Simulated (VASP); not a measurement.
# Mg (P6_3/mmc) in VASP: notebook

The runs below take Mg through single point, relaxation of cell and atoms, with PBEsol.

Program: VASP 6.6.1. These are calculated values, not measurements. Logs are shortened: lines on timing, memory, paths and dates and some standing lists are left out, and cuts for length are marked.

**1. The cell of the first run**

The structure is hexagonal, space group P6_3/mmc (No. 194). Conventional cell: a = 3.191 Å, b = 3.191 Å, c = 5.108 Å, α = 90.00°, β = 90.00°, γ = 120.00°. Mg (site symmetry -6m2) has 12 Mg at 3.15 to 3.19 Å within 4.1 Å.

**2. Single point, PBEsol**

The input, INCAR:

```
SYSTEM = Mg
PREC = Accurate ; ENCUT = 520
EDIFF = 1E-6 ; ISMEAR = -1
SIGMA = 0.1 ; LREAL = .FALSE.
LASPH = .TRUE. ; NELM = 80
ALGO = Normal ; ISIF = 2
LWAVE = .FALSE. ; LCHARG = .FALSE.
GGA = PS ; NBANDS = 9
```

The input, KPOINTS:

```
Automatic mesh
0
G
  12 12 8
  0 0 0
```

The input, POSCAR:

```
Mg
1.0
    3.1906673457      0.0000000000      0.0000000000
   -1.5953336729      2.7631989764      0.0000000000
    0.0000000000      0.0000000000      5.1075428866
Mg
2
Direct
    0.3333333333      0.6666666667      0.2500000000
    0.6666666667      0.3333333333      0.7500000000
```

Potentials or basis: VASP PAW PBE potentials, release 64 (Mg).

The run is started by

```bash
$ cat potpaw_PBE.64/Mg/POTCAR > POTCAR
$ mpirun -np 1 vasp_std > vasp.out
```

OUTCAR:

```text
SYSTEM = Mg
   PREC = Accurate
   ENCUT = 520
   EDIFF = 1E-6
   ISMEAR = -1
   LREAL = .FALSE.
   LASPH = .TRUE.
   NELM = 80
   ISIF = 2
   GGA = PS

 ion  position               nearest neighbor table
   1  0.333  0.667  0.250-   2 3.15   2 3.15   2 3.15   2 3.15   2 3.15   2 3.15
   2  0.667  0.333  0.750-   1 3.15   1 3.15   1 3.15   1 3.15   1 3.15   1 3.15

  LATTYP: Found a hexagonal cell.
 ALAT       =     3.1906673457
 C/A-ratio  =     1.6007757416

  Lattice vectors:

 A1 = (   3.1906673457,   0.0000000000,   0.0000000000)
 A2 = (  -1.5953336729,   2.7631989764,   0.0000000000)
 A3 = (   0.0000000000,   0.0000000000,   5.1075428866)

Analysis of symmetry for initial positions (statically):
=====================================================================
 Subroutine PRICEL returns:
 Original cell was already a primitive cell.

 Routine SETGRP: Setting up the symmetry group for a
 hexagonal supercell.

 Subroutine GETGRP returns: Found 24 space group operations
 (whereof 12 operations were pure point group operations)
 out of a pool of 24 trial point group operations.

The static configuration has the point symmetry D_3d.
 The point group associated with its full space group is D_6h.

Analysis of symmetry for dynamics (positions and initial velocities):
=====================================================================
 Subroutine PRICEL returns:
 Original cell was already a primitive cell.

 Routine SETGRP: Setting up the symmetry group for a
 hexagonal supercell.

 Subroutine GETGRP returns: Found 24 space group operations
 (whereof 12 operations were pure point group operations)
 out of a pool of 24 trial point group operations.

The dynamic configuration has the point symmetry D_3d.
 The point group associated with its full space group is D_6h.

 Subroutine INISYM returns: Found 24 space group operations
 (whereof 12 operations are pure point group operations),
 and found     1 'primitive' translations

----------------------------------------------------------------------------------------

                                     Primitive cell

  volume of cell :      45.0304

  direct lattice vectors                    reciprocal lattice vectors
     3.190667346  0.000000000  0.000000000     0.313414058  0.180949691  0.000000000
    -1.595333673  2.763198976  0.000000000     0.000000000  0.361899381  0.000000000
     0.000000000  0.000000000  5.107542887     0.000000000  0.000000000  0.195788860

  length of vectors
     3.190667346  3.190667346  5.107542887     0.361899381  0.361899381  0.195788860

  position of ions in fractional coordinates (direct lattice)
     0.333333333  0.666666667  0.250000000
     0.666666667  0.333333333  0.750000000

  ion indices of the primitive-cell ions
   primitive index   ion index
                 1           1
                 2           2

----------------------------------------------------------------------------------------

 KPOINTS: Automatic mesh

Automatic generation of k-mesh.
 Grid dimensions read from file:
 generate k-points for:   12   12    8

 Generating k-lattice:

  Cartesian coordinates                     Fractional coordinates (reciprocal lattice)
     0.026117838  0.015079141  0.000000000     0.083333333 -0.000000000  0.000000000
     0.000000000  0.030158282  0.000000000     0.000000000  0.083333333  0.000000000
     0.000000000  0.000000000  0.024473608     0.000000000  0.000000000  0.125000000

  Length of vectors
     0.030158282  0.030158282  0.024473608

  Shift w.r.t. Gamma in fractional coordinates (k-lattice)
     0.000000000  0.000000000  0.000000000

 Subroutine IBZKPT returns following result:
 ===========================================

 Found     95 irreducible k-points:

 Following reciprocal coordinates:
            Coordinates               Weight
  0.000000  0.000000  0.000000      1.000000
  0.083333 -0.000000  0.000000      6.000000
  0.166667 -0.000000  0.000000      6.000000
  0.250000  0.000000  0.000000      6.000000
  0.333333  0.000000  0.000000      6.000000
  0.416667 -0.000000  0.000000      6.000000
[... 16 lines left out ...]
  0.250000  0.000000  0.125000     12.000000
  0.333333  0.000000  0.125000     12.000000
 [... further k-points ...]
   k-points           NKPTS =     95   k-points in BZ     NKDIM =     95   number of bands    NBANDS=      9
   number of dos      NEDOS =    301   number of ions     NIONS =      2
   total plane-waves  NPLWV =  23040
   dimension x,y,z NGX =    24 NGY =   24 NGZ =   40
   dimension x,y,z NGXF=    48 NGYF=   48 NGZF=   80
   ions per type =               2
   NGX,Y,Z   is equivalent  to a cutoff of  12.50, 12.50, 13.02 a.u.
   NGXF,Y,Z  is equivalent  to a cutoff of  25.01, 25.01, 26.04 a.u.
 SYSTEM =  Mg
   PREC   = accura    normal or accurate (medium, high low for compatibility)
   ISTART =      0    job   : 0-new  1-cont  2-samecut
   ICHARG =      2    charge: 1-file 2-atom 10-const
   ISPIN  =      1    spin polarized calculation?
   LNONCOLLINEAR =      F non collinear calculations
   LSORBIT =      F    spin-orbit coupling
   LASPH  =      T    aspherical Exc in radial PAW
   ENCUT  =  520.0 eV  38.22 Ry    6.18 a.u.   5.93  5.93  9.50*2*pi/ulx,y,z
   NELM   =     80;   NELMIN=  2; NELMDL= -5     # of ELM steps
   EDIFF  = 0.1E-05   stopping-criterion for ELM
   LREAL  =      F    real-space projection
   EDIFFG = 0.1E-04   stopping-criterion for IOM
   NSW    =      0    number of steps for IOM
   IBRION =     -1    ionic relax: 0-MD 1-quasi-New 2-CG
   NFREE  =      0    steps in history (QN), initial steepest desc. (CG)
   ISIF   =      2    stress and relaxation
   ISYM   =      2    0-nonsym 1-usesym 2-fastsym
   POTIM  = 0.5000    time-step for ionic-motion
   TEBEG  =    0.0;   TEEND  =   0.0 temperature during run
   PSTRESS=    0.0 pullay stress
   NELECT =       4.0000    total number of electrons
   NUPDOWN=      -1.0000    fix difference up-down
   EMIN   =  10.00;   EMAX   =-10.00  energy-range for DOS
   EFERMI =   0.00;   METHOD = LEGACY
   ISMEAR =    -1;   SIGMA  =   0.10  broadening in eV -4-tet -1-fermi 0-gaus
   EFERMI_NEDOS =   21; number of points for ismear=-14 and -15
   IALGO  =     38    algorithm
   IMIX   =      4    mixing-type and parameters
     AMIX     =   0.40;   BMIX     =  1.00
     AMIX_MAG =   1.60;   BMIX_MAG =  1.00
  volume/ion in A,a.u.               =      22.52       151.94
  Fermi-wavevector in a.u.,A,eV,Ry     =   0.730454  1.380358  7.259568  0.533563
  Thomas-Fermi vector in A             =   1.822428
   LORBIT       =      0    0 simple, 1 ext, 2 COOP (PROOUT), +10 PAW based schemes
   GGA     = PS    functional components
   LHFCALC =     F    Hartree Fock is set to
   AEXX    =    0.0000 exact exchange contribution
   IVDW    =     0    specifies the selected vdW correction
   LEPSILON=     F    determine dielectric tensor
   LRPA    =     F    only Hartree local field effects (RPA)
 non-spin polarized calculation
  energy-cutoff  :      520.00
  volume of cell :       45.03
 maximum number of plane-waves:      1236
 NGX is ok and might be reduce to    24
   NGX = 11   NGY = 11   NGZ = 19

 number of electron       4.0000000 magnetization

 Free energy of the ion-electron system (eV)
  ---------------------------------------------------
  ext. energy  EPLUGINS =         0.00000000
  ---------------------------------------------------
  free energy    TOTEN  =        -3.45980823 eV

  energy without entropy =       -3.43290770  energy(sigma->0) =       -3.44635797

 E-fermi :   2.6554     XC(G=0):  -8.5946

 val. band max:        2.6546778802   @ k =   0.3333   0.3333   0.3750
 cond. band min:       2.6767610948   @ k =   0.2500   0.0833   0.0000
 fundamental gap:      0.0220832146
 Fermi energy:         2.6554057455

 k-point     1 :       0.0000    0.0000    0.0000
  band No.  band energies     occupation
      1      -4.3197      2.00000
      2       1.0511      2.00000
      3       1.5885      1.99995
      4      13.5816      0.00000
      5      13.5816      0.00000
      6      13.7046      0.00000
      7      13.7046      0.00000
      8      14.6849      0.00000
      9      16.1577      0.00000

 k-point     2 :       0.0833   -0.0000    0.0000
  band No.  band energies     occupation
      1      -4.1826      2.00000
      2       1.1760      2.00000
      3       1.7212      1.99982
      4      11.3166      0.00000
      5      12.3835      0.00000
      6      13.2251      0.00000
      7      15.0928      0.00000
      8      15.6659      0.00000
      9      16.0723      0.00000

 k-point     3 :       0.1667   -0.0000    0.0000
  band No.  band energies     occupation
      1      -3.7723      2.00000
      2       1.5507      1.99997
      3       2.1137      1.99116
      4       8.7902      0.00000
      5      11.3520      0.00000
      6      12.0057      0.00000
      7      13.5983      0.00000
      8      14.6805      0.00000
      9      16.0122      0.00000

 k-point     4 :       0.2500    0.0000    0.0000
  band No.  band energies     occupation
      1      -3.0924      2.00000
      2       2.1760      1.98357
      3       2.7386      0.60626
      4       6.4585      0.00000
      5      10.5508      0.00000
      6      10.7223      0.00000
      7      11.2448      0.00000
      8      13.0595      0.00000
      9      15.1051      0.00000
[... 205 lines left out ...]
 k-point    22 :       0.1667   -0.0000    0.1250
  band No.  band energies     occupation
      1      -3.6824      2.00000
      2       0.5187      2.00000
      3       3.2976      0.00325
      4       8.8689      0.00000
      5      11.4269      0.00000
      6      11.8880      0.00000
      7      13.0556      0.00000
      8      14.9935      0.00000
      9      15.0139      0.00000

 k-point    23 :       0.2500    0.0000    0.1250
  band No.  band energies     occupation
      1      -3.0032      2.00000
      2       1.1612      2.00000
      3       3.8901      0.00001
      4       6.5538      0.00000
      5      10.0919      0.00000
      6      10.6260      0.00000
      7      11.5259      0.00000
      8      13.5494      0.00000
      9      14.2447      0.00000

 k-point    24 :       0.3333    0.0000    0.1250
  band No.  band energies     occupation
      1      -2.0607      2.00000
      2       2.0348      1.99598
      3       4.0439      0.00000
      4       5.1496      0.00000
      5       8.1318      0.00000
      6      10.0550      0.00000
      7      10.2146      0.00000
      8      12.1568      0.00000
      9      13.6590      0.00000

 [... further k-points ...]

------------------------ aborting loop because EDIFF is reached ----------------------------------------

  FORCE on cell =-STRESS in cart. coord.  units (eV):
  Direction    XX          YY          ZZ          XY          YZ          ZX
  --------------------------------------------------------------------------------------
  -------------------------------------------------------------------------------------
  Total       -0.0100496     -0.0100496     -0.0140209      0.0000000      0.0000000      0.0000000
  in kB       -0.3575634     -0.3575634     -0.4988610      0.0000000      0.0000000      0.0000000
  external PRESSURE =      -0.4046626 kB  Pullay stress =       0.0000000 kB

 VOLUME and BASIS-vectors are now :
 -----------------------------------------------------------------------------
  energy-cutoff  :      520.00
  volume of cell :       45.03
      direct lattice vectors                 reciprocal lattice vectors
     3.190667346  0.000000000  0.000000000     0.313414058  0.180949691  0.000000000
    -1.595333673  2.763198976  0.000000000     0.000000000  0.361899381  0.000000000
     0.000000000  0.000000000  5.107542887     0.000000000  0.000000000  0.195788860

 POSITION                                       TOTAL-FORCE (eV/Angst)
 -----------------------------------------------------------------------------------
     -0.00000      1.84213      1.27689         0.000000     -0.000000      0.000000
      1.59533      0.92107      3.83066        -0.000000      0.000000      0.000000
 -----------------------------------------------------------------------------------
    total drift:                                0.000000     -0.000000      0.000000

  FREE ENERGIE OF THE ION-ELECTRON SYSTEM (eV)
  ---------------------------------------------------
  free  energy   TOTEN  =        -3.4598082305 eV

  energy  without entropy=       -3.4329077048  energy(sigma->0) =       -3.44635797
```

It took 7.3 s on 1 thread of Intel Xeon 6975P-C (Granite Rapids), shared host; peak memory 0.17 GiB.

What came out:

```yaml
Free_energy: -3.4598 eV
Pressure: 0.0 GPa
Band_gap_on_the_k_mesh: zero (bands 2 and 3 overlap by 2.07 eV)
```

Caveat: the PAW data sets were made with another functional, which shifts forces and pressure a little.

**3. Single point, PBEsol**

The input, INCAR:

```
SYSTEM = Mg
PREC = Accurate
ENCUT = 520
EDIFF = 1E-7
ISMEAR = -1
SIGMA = 0.1
LREAL = .FALSE.
LASPH = .TRUE.
NELM = 100
ALGO = Normal
ISIF = 2
LWAVE = .FALSE.
LCHARG = .TRUE.
GGA = PS
LELF = .TRUE.
LVHAR = .TRUE.
NBANDS = 9
```

KPOINTS is that of step 2.

The input, POSCAR:

```
Mg
1.0
    3.1906673453      0.0000000000      0.0000000000
   -1.5953336726      2.7631989760      0.0000000000
    0.0000000000      0.0000000000      5.1075428270
Mg
2
Direct
    0.3333333333      0.6666666667      0.2500000000
    0.6666666667      0.3333333333      0.7500000000
```

Potentials or basis: VASP PAW PBE potentials, release 64 (Mg).

The run is started by

```bash
$ cat potpaw_PBE.64/Mg/POTCAR > POTCAR
$ mpirun -np 1 vasp_std > vasp.out
```

Wall time 8.9 s (1 thread of Intel Xeon 6975P-C (Granite Rapids), shared host); peak memory 0.18 GiB.

Results (log left out):

| Item | Value |
| --- | --- |
| Free energy | -3.4598 eV |
| Pressure | 0.0 GPa |
| Band gap on the k mesh | zero (bands 2 and 3 overlap by 2.07 eV) |

Levels at points of the mesh, in eV from the Fermi level:
```
           k point  band 1  band 2  band 3  band 4  band 5  band 6  band 7
(0.00, 0.00, 0.00)   -6.98   -1.60   -1.07   10.93   10.93   11.05   11.05
(0.50, 0.00, 0.00)   -2.18   -2.16    2.75    3.09    3.47    3.84    6.87
(0.00, 0.00, 0.50)   -5.54   -5.54    5.35    5.35   11.69   11.69   11.69
(0.50, 0.00, 0.50)   -1.10   -1.10   -0.42   -0.42    8.07    8.07    8.14
```

Caveat: the PAW data sets were made with another functional, which shifts forces and pressure a little.

**4. Relaxation of cell and atoms, PBEsol**

This run uses another cell than the first one, of 23.24 Å³/atom.

The input, INCAR:

```
SYSTEM = Mg
  ALGO = Normal
  EDIFF = 1E-7
  EDIFFG = -0.002
  ENCUT = 600
  GGA = PS
  IBRION = 2
  ISIF = 3
  ISMEAR = -1
  LASPH = .True.
  LCHARG = .False.
  LREAL = .False.
  LWAVE = .False.
  NELM = 100
  NSW = 100
  PREC = Accurate
  SIGMA = 0.1
```

The input, KPOINTS:

```
k-points
0
Gamma
  12 12 8
  0 0 0
```

The input, POSCAR:

```
Mg
1.0
    3.2093000000      0.0000000000      0.0000000000
   -1.6046500000      2.7793353284      0.0000000000
    0.0000000000      0.0000000000      5.2103000000
Mg
2
Direct
    0.3333333333      0.6666666667      0.2500000000
    0.6666666667      0.3333333333      0.7500000000
```

The run is started by

```bash
$ cat potpaw_PBE.64/Mg/POTCAR > POTCAR
$ mpirun -np 1 vasp_std > vasp.out
```

Wall time 39 s (1 thread of Intel Xeon 6975P-C (Granite Rapids), shared host); peak memory 0.2 GiB.

Results (log left out):

- Free energy: -3.4600 eV
- Relaxed volume: 22.49 Å³/atom
- Relaxed cell: a = 3.190 Å, b = 3.190 Å, c = 5.105 Å, α = 90.00°, β = 90.00°, γ = 120.00°
- Space group after relaxing (to 0.1 Å): P6_3/mmc (No. 194)
- Energy gained by relaxing: 3.3 meV/atom
- Ionic steps: 8
- Pressure after relaxing: 0.0 GPa
- Band gap on the k mesh: zero (bands 2 and 3 overlap by 2.07 eV)

The path:
```csv
step,energy change (eV),largest force (eV/Å),pressure (GPa),volume (Å³)
1,0.0000,0.0000,-1.16,46.47
2,-0.0057,0.0000,-0.31,45.36
3,-0.0062,0.0000,0.04,44.93
4,-0.0062,0.0000,0.06,44.90
5,-0.0064,0.0000,0.05,44.92
6,-0.0065,0.0000,0.02,44.95
7,-0.0065,0.0000,0.02,44.95
8,-0.0065,0.0000,0.00,44.98
```

Final structure:
```
Mg
1.0
     3.18976    0.00000    0.00000
    -1.59488    2.76241    0.00000
     0.00000    0.00000    5.10507
Mg
2
Direct
  0.33333 0.66667 0.25000
  0.66667 0.33333 0.75000
```

Levels at points of the mesh, in eV from the Fermi level:
```csv
k point,band 1,band 2,band 3,band 4,band 5
"(0.00, 0.00, 0.00)",-6.98,-1.60,-1.06,10.93,10.93
"(0.50, 0.00, 0.00)",-2.18,-2.16,2.75,3.09,3.47
"(0.00, 0.00, 0.50)",-5.54,-5.54,5.35,5.35,11.69
"(0.50, 0.00, 0.50)",-1.10,-1.10,-0.42,-0.42,8.08
```

Caveat: the PAW data sets were made with another functional, which shifts forces and pressure a little.

**5. Relaxation of cell and atoms, PBEsol**

This run uses another cell than the first one, of 23.24 Å³/atom.

The input, INCAR:

```
  ALGO = Normal
  EDIFF = 1E-7
  EDIFFG = -0.05
  ENCUT = 600
  GGA = PS
  IBRION = 2
  ISIF = 3
  ISMEAR = -1
  LASPH = T
  LCHARG = F
  LREAL = F
  LWAVE = F
  NELM = 80
  NSW = 100
  PREC = Accurate
  SIGMA = 0.1
```

The input, KPOINTS:

```
k-points
0
Gamma
  12 12 8
```

POSCAR is that of step 4.

The run is started by

```bash
$ cat potpaw_PBE.64/Mg/POTCAR > POTCAR
$ mpirun -np 1 vasp_std > vasp.out
```

Wall time 21 s (1 thread of Intel Xeon 6975P-C (Granite Rapids), shared host); peak memory 0.2 GiB.

Results (log left out):

```yaml
Free_energy: -3.4597 eV
Relaxed_volume: 22.47 Å³/atom
Relaxed_cell: a = 3.180 Å, b = 3.180 Å, c = 5.129 Å, α = 90.00°, β = 90.00°, γ = 120.00°
Space_group_after_relaxing_to_0.1_Å: P6_3/mmc (No. 194)
Energy_gained_by_relaxing: 3.1 meV/atom
Ionic_steps: 3
Pressure_after_relaxing: 0.0 GPa
Band_gap_on_the_k_mesh: zero (bands 2 and 3 overlap by 2.16 eV)
```

Stress tensor (GPa, compression positive):
```
 0.18  0.00  0.00
 0.00  0.18  0.00
 0.00  0.00 -0.23
```

Step by step:
| step | energy change (eV) | largest force (eV/Å) | pressure (GPa) | volume (Å³) |
| --- | --- | --- | --- | --- |
| 1 | 0.0000 | 0.0000 | -1.16 | 46.47 |
| 2 | -0.0057 | 0.0000 | -0.31 | 45.36 |
| 3 | -0.0062 | 0.0000 | 0.04 | 44.93 |

Final structure:
```
Mg
1.0
     3.18034    0.00000    0.00000
    -1.59017    2.75426    0.00000
     0.00000    0.00000    5.12947
Mg
2
Direct
  0.33333 0.66667 0.25000
  0.66667 0.33333 0.75000
```

Levels at points of the mesh, in eV from the Fermi level:
```csv
k point,band 1,band 2,band 3,band 4,band 5
"(0.00, 0.00, 0.00)",-6.98,-1.65,-1.14,11.02,11.02
"(0.50, 0.00, 0.00)",-2.16,-2.13,2.74,3.08,3.42
"(0.00, 0.00, 0.50)",-5.56,-5.56,5.24,5.24,11.78
"(0.50, 0.00, 0.50)",-1.09,-1.09,-0.41,-0.41,8.14
```

Caveat: the PAW data sets were made with another functional, which shifts forces and pressure a little.
